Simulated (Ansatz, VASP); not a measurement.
**Two plane-wave programs on HCl**

The input INCAR:

```
ALGO = Normal ; EDIFF = 1E-6
ENCUT = 520 ; GGA = PS
ISIF = 2 ; ISMEAR = 0
LASPH = T ; LCHARG = T
LELF = T ; LREAL = F
LVHAR = T ; LWAVE = F
NBANDS = 11 ; NELM = 80
PREC = Accurate ; SIGMA = 0.15
```

File KPOINTS:

```
k-points
0
Gamma
  16 16 16
```

File POSCAR:

```
HCl
1.0
    0.0000000000      2.8059375000      2.7375000000
    2.8059375000      0.0000000000      2.7375000000
    2.8059375000      2.8059375000      0.0000000000
H Cl
1 1
Direct
    0.0000000000      0.0000000000      0.0000000000
    0.5000000000      0.5000000000      0.5000000000
```

Input for Ansatz:

```yaml
crystal:
  lattice:
    - [0.0, 2.8059375, 2.7375]
    - [2.8059375, 0.0, 2.7375]
    - [2.8059375, 2.8059375, 0.0]
  atoms:
    - { symbol: H, position: [0.0, 0.0, 0.0] }
    - { symbol: Cl, position: [0.5, 0.5, 0.5] }
basis:
  ecutwfc: 420
kpoints:
  mp_grid: { grid: [16, 16, 16] }
hamiltonian:
  xc: pbesol
scf:
  occupations: { method: gaussian, width: 0.15 }
output:
  forces: true
  stress: true
  eigenvalues: true
```

Change from the starting cell: strain +0.025 along x and y, +0.000 along z, atoms carried along.

Alike in both runs: task single point; functional PBEsol; k mesh 16 × 16 × 16; occupations gaussian, width 0.15 eV; no spin polarisation.

|  | VASP | Ansatz |
| --- | --- | --- |
| version | VASP 6.6.1 | Ansatz 0.2.0 |
| potentials or method | VASP PAW PBE potentials, release 64 (H, Cl), cutoff 520 eV | scalar-relativistic, plane waves, PAW |
| valence electrons in the cell | 8 | 8 |

```csv
,VASP,Ansatz,Ansatz less VASP
gap on the k mesh at the Fermi level (eV),none,none,-
pressure (GPa),-9.9,-9.9,+0.05
"traceless stress, the component that is largest in VASP (GPa)",-1.22,-1.21,+0.003
```

VASP's potentials were made for PBE, not for PBEsol. A gap of «none» marks a metal or a gap that the smearing closes.
